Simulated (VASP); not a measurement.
A run of VASP 6.6.1:

POSCAR

```
Te
1.0
    4.4540000000      0.0000000000      0.0000000000
   -2.2270000000      3.8572771485      0.0000000000
    0.0000000000      0.0000000000      5.9240000000
Te
3
Direct
    0.7310000000      0.7310000000      0.0000000000
    0.0000000000      0.2690000000      0.6666666667
    0.2690000000      0.0000000000      0.3333333333
```

The input INCAR.step1:

```
PREC = Accurate
ENCUT = 520
EDIFF = 1E-5
ISMEAR = -1
SIGMA = 0.05
LREAL = False
LASPH = True
NELM = 100
ALGO = Normal
ISIF = 2
LWAVE = True
LCHARG = False
NBANDS = 16
GGA = PE
```

INCAR.step2

```
PREC = Accurate
ENCUT = 520
EDIFF = 1E-6
ISMEAR = -1
SIGMA = 0.05
LREAL = False
LASPH = True
NELM = 100
ALGO = Normal
ISIF = 2
LWAVE = False
LCHARG = False
GGA = PE
LHFCALC = True
AEXX = 0.25
HFSCREEN = 0.1
PRECFOCK = Normal
NBANDS = 16
ISTART = 1
```

KPOINTS

```
Automatic mesh
0
Gamma
  4 4 3
```

Potentials or basis: VASP PAW PBE potentials, release 64 (Te).

Launch:

```console
$ cat potpaw_PBE.64/Te/POTCAR > POTCAR
$ cp INCAR.step1 INCAR
$ mpirun -np 1 vasp_std > vasp.out
$ cp INCAR.step2 INCAR
$ mpirun -np 1 vasp_std > vasp.out
```

Hardware: 1 thread of Intel(R) Xeon(R) Platinum 8375C CPU @ 2.90GHz (Ice Lake), on a shared host.

**Question.** How long does it take, and how much memory?

**Answer.** It took 16 min on 1 thread of Intel(R) Xeon(R) Platinum 8375C CPU @ 2.90GHz (Ice Lake), on a shared host, peak memory 0.35 GiB. Counts: k points 9.
